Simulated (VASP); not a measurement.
# YLuI6 (Pm-3) in VASP: single point with PBE

Aim: the single point of YLuI6 with PBE.

All numbers are computed with VASP 6.6.1; they aren't measurements. Logs are shortened: lines on timing, memory, paths and dates and some standing lists are left out, and cuts for length are marked.

### Step 1. The cell of the first run

The structure is cubic, space group Pm-3 (No. 200). Conventional cell: a = 7.000 Å, b = 7.000 Å, c = 7.000 Å, α = 90.00°, β = 90.00°, γ = 90.00°. Within 5.2 Å of Y (site symmetry m-3) lie 12 I at 3.93 Å. Lu (site symmetry m-3) has 12 I at 3.90 Å within 5.1 Å. I (site symmetry mm2) has 10 I at 3.44 to 4.29 Å and 2 Lu at 3.90 Å and 2 Y at 3.93 Å within 4.5 Å.

The cell was built from a structure type or drawn by symmetry, and may not be a known phase.

### Step 2. Single point, PBE

INCAR

```
SYSTEM = YLuI6
ALGO = Normal
EDIFF = 1E-7
ENCUT = 520
GGA = PE
ISIF = 2
ISMEAR = 0
LASPH = .TRUE.
LCHARG = .TRUE.
LELF = .TRUE.
LREAL = .FALSE.
LVHAR = .TRUE.
LWAVE = .FALSE.
NBANDS = 49
NELM = 60
PREC = Accurate
SIGMA = 0.1
```

KPOINTS

```
k-points
0
G
  4 4 4
  0 0 0
```

POSCAR

```
YLuI6
1.0
    7.0003126900      0.0000000000      0.0000000000
    0.0000000000      7.0003126900      0.0000000000
    0.0000000000      0.0000000000      7.0003126900
Y Lu I
1 1 6
Direct
    0.0000000000      0.0000000000      0.0000000000
    0.5000000000      0.5000000000      0.5000000000
    0.0000000000      0.5000000000      0.7454680200
    0.5000000000      0.2545319800      0.0000000000
    0.7454680200      0.0000000000      0.5000000000
    0.0000000000      0.5000000000      0.2545319800
    0.5000000000      0.7454680200      0.0000000000
    0.2545319800      0.0000000000      0.5000000000
```

Potentials or basis: VASP PAW PBE potentials, release 64 (Y_sv, Lu, I).

Launch:

```bash
> cat potpaw_PBE.64/Y_sv/POTCAR potpaw_PBE.64/Lu/POTCAR potpaw_PBE.64/I/POTCAR > POTCAR
> mpirun -np 1 vasp_std > vasp.out
```

OUTCAR:

```text
SYSTEM = YLuI6
   EDIFF = 1E-7
   ENCUT = 520
   GGA = PE
   ISIF = 2
   ISMEAR = 0
   LASPH = .TRUE.
   LREAL = .FALSE.
   NELM = 60
   PREC = Accurate

 ion  position               nearest neighbor table
   1  0.000  0.000  0.000-   3 3.93   4 3.93   5 3.93   6 3.93   7 3.93   8 3.93   5 3.93   8 3.93
                             3 3.93   6 3.93   4 3.93   7 3.93
   2  0.500  0.500  0.500-
   3  0.000  0.500  0.745-   6 3.44   6 3.56   1 3.93   1 3.93
   4  0.500  0.255  0.000-   7 3.44   7 3.56   1 3.93   1 3.93
   5  0.745  0.000  0.500-   8 3.44   8 3.56   1 3.93   1 3.93
   6  0.000  0.500  0.255-   3 3.44   3 3.56   1 3.93   1 3.93
   7  0.500  0.745  0.000-   4 3.44   4 3.56   1 3.93   1 3.93
   8  0.255  0.000  0.500-   5 3.44   5 3.56   1 3.93   1 3.93

  LATTYP: Found a simple cubic cell.
 ALAT       =     7.0003126900

  Lattice vectors:

 A1 = (   7.0003126900,   0.0000000000,   0.0000000000)
 A2 = (   0.0000000000,   7.0003126900,   0.0000000000)
 A3 = (   0.0000000000,   0.0000000000,   7.0003126900)

Analysis of symmetry for initial positions (statically):
=====================================================================
 Subroutine PRICEL returns:
 Original cell was already a primitive cell.

 Routine SETGRP: Setting up the symmetry group for a
 simple cubic supercell.

 Subroutine GETGRP returns: Found 24 space group operations
 (whereof 24 operations were pure point group operations)
 out of a pool of 48 trial point group operations.

The static configuration has the point symmetry T_h .

Analysis of symmetry for dynamics (positions and initial velocities):
=====================================================================
 Subroutine PRICEL returns:
 Original cell was already a primitive cell.

 Routine SETGRP: Setting up the symmetry group for a
 simple cubic supercell.

 Subroutine GETGRP returns: Found 24 space group operations
 (whereof 24 operations were pure point group operations)
 out of a pool of 48 trial point group operations.

The dynamic configuration has the point symmetry T_h .

 Subroutine INISYM returns: Found 24 space group operations
 (whereof 24 operations are pure point group operations),
 and found     1 'primitive' translations

----------------------------------------------------------------------------------------

                                     Primitive cell

  volume of cell :     343.0460

  direct lattice vectors                    reciprocal lattice vectors
     7.000312690  0.000000000  0.000000000     0.142850762  0.000000000  0.000000000
     0.000000000  7.000312690  0.000000000     0.000000000  0.142850762  0.000000000
     0.000000000  0.000000000  7.000312690     0.000000000  0.000000000  0.142850762

  length of vectors
     7.000312690  7.000312690  7.000312690     0.142850762  0.142850762  0.142850762

  position of ions in fractional coordinates (direct lattice)
     0.000000000  0.000000000  0.000000000
     0.500000000  0.500000000  0.500000000
     0.000000000  0.500000000  0.745468020
     0.500000000  0.254531980  0.000000000
     0.745468020  0.000000000  0.500000000
     0.000000000  0.500000000  0.254531980
     0.500000000  0.745468020  0.000000000
     0.254531980  0.000000000  0.500000000

  ion indices of the primitive-cell ions
   primitive index   ion index
                 1           1
                 2           2
                 3           3
                 4           4
                 5           5
                 6           6
                 7           7
                 8           8

----------------------------------------------------------------------------------------

 KPOINTS: k-points

Automatic generation of k-mesh.
 Grid dimensions read from file:
 generate k-points for:    4    4    4

 Generating k-lattice:

  Cartesian coordinates                     Fractional coordinates (reciprocal lattice)
     0.035712690  0.000000000  0.000000000     0.250000000  0.000000000  0.000000000
     0.000000000  0.035712690  0.000000000     0.000000000  0.250000000  0.000000000
     0.000000000  0.000000000  0.035712690     0.000000000  0.000000000  0.250000000

  Length of vectors
     0.035712690  0.035712690  0.035712690

  Shift w.r.t. Gamma in fractional coordinates (k-lattice)
     0.000000000  0.000000000  0.000000000

 Subroutine IBZKPT returns following result:
 ===========================================

 Found     11 irreducible k-points:

 Following reciprocal coordinates:
            Coordinates               Weight
  0.000000  0.000000  0.000000      1.000000
  0.250000  0.000000  0.000000      6.000000
  0.500000  0.000000  0.000000      3.000000
  0.250000  0.250000  0.000000     12.000000
  0.500000  0.250000  0.000000      6.000000
 -0.250000  0.500000  0.000000      6.000000
  0.500000  0.500000  0.000000      3.000000
  0.250000  0.250000  0.250000      8.000000
  0.500000  0.250000  0.250000     12.000000
  0.500000  0.500000  0.250000      6.000000
  0.500000  0.500000  0.500000      1.000000
   k-points           NKPTS =     11   k-points in BZ     NKDIM =     11   number of bands    NBANDS=     49
   number of dos      NEDOS =    301   number of ions     NIONS =      8
   total plane-waves  NPLWV = 157464
   dimension x,y,z NGX =    54 NGY =   54 NGZ =   54
   dimension x,y,z NGXF=   108 NGYF=  108 NGZF=  108
   ions per type =               1   1   6
   NGX,Y,Z   is equivalent  to a cutoff of  12.82, 12.82, 12.82 a.u.
   NGXF,Y,Z  is equivalent  to a cutoff of  25.65, 25.65, 25.65 a.u.
 SYSTEM =  YLuI6
   PREC   = accura    normal or accurate (medium, high low for compatibility)
   ISTART =      0    job   : 0-new  1-cont  2-samecut
   ICHARG =      2    charge: 1-file 2-atom 10-const
   ISPIN  =      1    spin polarized calculation?
   LNONCOLLINEAR =      F non collinear calculations
   LSORBIT =      F    spin-orbit coupling
   LASPH  =      T    aspherical Exc in radial PAW
   ENCUT  =  520.0 eV  38.22 Ry    6.18 a.u.  13.02 13.02 13.02*2*pi/ulx,y,z
   NELM   =     60;   NELMIN=  2; NELMDL= -5     # of ELM steps
   EDIFF  = 0.1E-06   stopping-criterion for ELM
   LREAL  =      F    real-space projection
   EDIFFG = 0.1E-05   stopping-criterion for IOM
   NSW    =      0    number of steps for IOM
   IBRION =     -1    ionic relax: 0-MD 1-quasi-New 2-CG
   NFREE  =      0    steps in history (QN), initial steepest desc. (CG)
   ISIF   =      2    stress and relaxation
   ISYM   =      2    0-nonsym 1-usesym 2-fastsym
   POTIM  = 0.5000    time-step for ionic-motion
   TEBEG  =    0.0;   TEEND  =   0.0 temperature during run
   PSTRESS=    0.0 pullay stress
   NELECT =      78.0000    total number of electrons
   NUPDOWN=      -1.0000    fix difference up-down
   EMIN   =  10.00;   EMAX   =-10.00  energy-range for DOS
   EFERMI =   0.00;   METHOD = LEGACY
   ISMEAR =     0;   SIGMA  =   0.10  broadening in eV -4-tet -1-fermi 0-gaus
   EFERMI_NEDOS =   21; number of points for ismear=-14 and -15
   IALGO  =     38    algorithm
   IMIX   =      4    mixing-type and parameters
     AMIX     =   0.40;   BMIX     =  1.00
     AMIX_MAG =   1.60;   BMIX_MAG =  1.00
  volume/ion in A,a.u.               =      42.88       289.37
  Fermi-wavevector in a.u.,A,eV,Ry     =   0.999207  1.888228 13.584264  0.998415
  Thomas-Fermi vector in A             =   2.131482
   LORBIT       =      0    0 simple, 1 ext, 2 COOP (PROOUT), +10 PAW based schemes
   GGA     = PE    functional components
   LHFCALC =     F    Hartree Fock is set to
   AEXX    =    0.0000 exact exchange contribution
   IVDW    =     0    specifies the selected vdW correction
   LEPSILON=     F    determine dielectric tensor
   LRPA    =     F    only Hartree local field effects (RPA)
 non-spin polarized calculation
 Gauss-broadening in eV      SIGMA  =   0.10
  energy-cutoff  :      520.00
  volume of cell :      343.05
 maximum number of plane-waves:      9328
 NGX is ok and might be reduce to    54
   NGX = 27   NGY = 27   NGZ = 27

 number of electron      77.9999992 magnetization

 Free energy of the ion-electron system (eV)
  ---------------------------------------------------
  ext. energy  EPLUGINS =         0.00000000
  ---------------------------------------------------
  free energy    TOTEN  =       -22.65767592 eV

  energy without entropy =      -22.62238362  energy(sigma->0) =      -22.64002977

 E-fermi :   3.3748     XC(G=0):  -8.2626

 val. band max:        3.3465820018   @ k =   0.2500   0.0000   0.0000
 cond. band min:       3.3763533036   @ k =   0.2500   0.0000   0.0000
 fundamental gap:      0.0297713019
 Fermi energy:         3.3748284237

 k-point     1 :       0.0000    0.0000    0.0000
  band No.  band energies     occupation
      1     -56.2531      2.00000
      2     -42.6384      2.00000
      3     -26.7642      2.00000
      4     -26.7642      2.00000
      5     -26.7642      2.00000
      6     -22.4488      2.00000
[... 41 lines left out ...]
     48       4.4721      0.00000
     49       4.8408      0.00000

 k-point     2 :       0.2500    0.0000    0.0000
  band No.  band energies     occupation
      1     -56.2531      2.00000
      2     -42.6384      2.00000
      3     -26.7642      2.00000
      4     -26.7642      2.00000
      5     -26.7642      2.00000
      6     -22.4488      2.00000
[... 41 lines left out ...]
     48       4.5229      0.00000
     49       4.6177      0.00000

 k-point     3 :       0.5000    0.0000    0.0000
  band No.  band energies     occupation
      1     -56.2531      2.00000
      2     -42.6384      2.00000
      3     -26.7642      2.00000
      4     -26.7642      2.00000
      5     -26.7642      2.00000
      6     -22.4489      2.00000
[... 41 lines left out ...]
     48       4.3975      0.00000
     49       4.6407      0.00000

 k-point     4 :       0.2500    0.2500    0.0000
  band No.  band energies     occupation
      1     -56.2531      2.00000
      2     -42.6384      2.00000
      3     -26.7642      2.00000
      4     -26.7642      2.00000
      5     -26.7642      2.00000
      6     -22.4488      2.00000
[... 41 lines left out ...]
     48       4.5059      0.00000
     49       4.5193      0.00000

 k-point     5 :       0.5000    0.2500    0.0000
  band No.  band energies     occupation
      1     -56.2531      2.00000
      2     -42.6384      2.00000
      3     -26.7642      2.00000
      4     -26.7642      2.00000
      5     -26.7642      2.00000
      6     -22.4489      2.00000
[... 41 lines left out ...]
     48       4.5133      0.00000
     49       4.6691      0.00000

 k-point     6 :      -0.2500    0.5000    0.0000
  band No.  band energies     occupation
      1     -56.2531      2.00000
      2     -42.6384      2.00000
      3     -26.7642      2.00000
      4     -26.7642      2.00000
      5     -26.7642      2.00000
      6     -22.4489      2.00000
[... 41 lines left out ...]
     48       4.5075      0.00000
     49       4.7453      0.00000

 k-point     7 :       0.5000    0.5000    0.0000
  band No.  band energies     occupation
      1     -56.2531      2.00000
      2     -42.6384      2.00000
      3     -26.7642      2.00000
      4     -26.7642      2.00000
      5     -26.7642      2.00000
      6     -22.4489      2.00000
[... 41 lines left out ...]
     48       4.6244      0.00000
     49       4.7899      0.00000

 k-point     8 :       0.2500    0.2500    0.2500
  band No.  band energies     occupation
      1     -56.2531      2.00000
      2     -42.6384      2.00000
      3     -26.7642      2.00000
      4     -26.7642      2.00000
      5     -26.7642      2.00000
      6     -22.4488      2.00000
[... 41 lines left out ...]
     48       4.4953      0.00000
     49       4.5873      0.00000

 k-point     9 :       0.5000    0.2500    0.2500
  band No.  band energies     occupation
      1     -56.2531      2.00000
      2     -42.6384      2.00000
      3     -26.7642      2.00000
      4     -26.7642      2.00000
      5     -26.7642      2.00000
      6     -22.4489      2.00000
[... 41 lines left out ...]
     48       4.5307      0.00000
     49       4.5994      0.00000

 k-point    10 :       0.5000    0.5000    0.2500
  band No.  band energies     occupation
      1     -56.2531      2.00000
      2     -42.6384      2.00000
      3     -26.7642      2.00000
      4     -26.7642      2.00000
      5     -26.7642      2.00000
      6     -22.4489      2.00000
[... 41 lines left out ...]
     48       4.5784      0.00000
     49       4.7718      0.00000

 k-point    11 :       0.5000    0.5000    0.5000
  band No.  band energies     occupation
      1     -56.2531      2.00000
      2     -42.6384      2.00000
      3     -26.7642      2.00000
      4     -26.7642      2.00000
      5     -26.7642      2.00000
      6     -22.4488      2.00000
[... 41 lines left out ...]
     48       4.4966      0.00000
     49       4.7781      0.00000

------------------------ aborting loop because EDIFF is reached ----------------------------------------

  FORCE on cell =-STRESS in cart. coord.  units (eV):
  Direction    XX          YY          ZZ          XY          YZ          ZX
  --------------------------------------------------------------------------------------
  -------------------------------------------------------------------------------------
  Total      -10.0024233    -10.0024233    -10.0024233     -0.0000000      0.0000000      0.0000000
  in kB      -46.7157680    -46.7157680    -46.7157680     -0.0000000      0.0000000      0.0000000
  external PRESSURE =     -46.7157680 kB  Pullay stress =       0.0000000 kB

 VOLUME and BASIS-vectors are now :
 -----------------------------------------------------------------------------
  energy-cutoff  :      520.00
  volume of cell :      343.05
      direct lattice vectors                 reciprocal lattice vectors
     7.000312690  0.000000000  0.000000000     0.142850762  0.000000000  0.000000000
     0.000000000  7.000312690  0.000000000     0.000000000  0.142850762  0.000000000
     0.000000000  0.000000000  7.000312690     0.000000000  0.000000000  0.142850762

 POSITION                                       TOTAL-FORCE (eV/Angst)
 -----------------------------------------------------------------------------------
      0.00000      0.00000      0.00000        -0.000000      0.000000      0.000000
      3.50016      3.50016      3.50016        -0.000000      0.000000      0.000000
      0.00000      3.50016      5.21851        -0.000000      0.000000      0.232854
      3.50016      1.78180      0.00000        -0.000000     -0.232854      0.000000
      5.21851      0.00000      3.50016         0.232854      0.000000      0.000000
      0.00000      3.50016      1.78180        -0.000000      0.000000     -0.232854
      3.50016      5.21851      0.00000        -0.000000      0.232854     -0.000000
      1.78180      0.00000      3.50016        -0.232854      0.000000     -0.000000
 -----------------------------------------------------------------------------------
    total drift:                                0.000000      0.000000      0.000000

  FREE ENERGIE OF THE ION-ELECTRON SYSTEM (eV)
  ---------------------------------------------------
  free  energy   TOTEN  =       -22.6576759191 eV

  energy  without entropy=      -22.6223836201  energy(sigma->0) =      -22.64002977
```

Wall time 5.1 min (1 thread of AMD EPYC 7R13 (Zen 3), shared host); peak memory 0.48 GiB.

Results:

```yaml
Free_energy: -22.6577 eV
Pressure: -4.7 GPa
Largest_force: 0.233 eV/Å
Band_gap_on_the_k_mesh: zero (bands 39 and 40 overlap by 0.04 eV)
```

Forces in eV/Å, atoms in the order of the input:
```
Y    0.000  0.000  0.000
Lu   0.000  0.000  0.000
I    0.000  0.000  0.233
I    0.000 -0.233  0.000
I    0.233  0.000  0.000
I    0.000  0.000 -0.233
I    0.000  0.233  0.000
I   -0.233  0.000  0.000
```

Caveat: the cell stands under tension; spin-orbit coupling is left out, which moves the levels of the heavy elements.
